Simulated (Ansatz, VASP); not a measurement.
# One calculation of C, two programs

```
C
1.0
     1.28218    0.00000    0.00000
     0.00000    4.43844    0.00000
     0.00000    0.00000    7.54537
C
2
Cartesian
  0.0000 2.2192 5.6594
  0.6411 0.0000 1.8860
```

Alike in both runs: functional PBE; k mesh 34 × 20 × 12; occupations gaussian, width 0.1 eV; no spin polarisation.

Ansatz relaxed the structure, and its values are those at the end. VASP's run is a single point on that final structure, the one shown.

|  | VASP | Ansatz |
| --- | --- | --- |
| version | VASP 6.6.1 | Ansatz 0.2.0 |
| potentials or method | VASP PAW PBE potentials, release 64 (C), cutoff 520 eV | scalar-relativistic, plane waves, PAW |
| valence electrons in the cell | 8 | 8 |

```csv
,VASP,Ansatz,Ansatz less VASP
gap on the k mesh at the Fermi level (eV),none,none,-
pressure (GPa),-0.1,0.0,+0.10
```

A gap of «none» marks a metal or a gap that the smearing closes. The functional is the same, so the differences come from potentials, cutoffs and numerics.
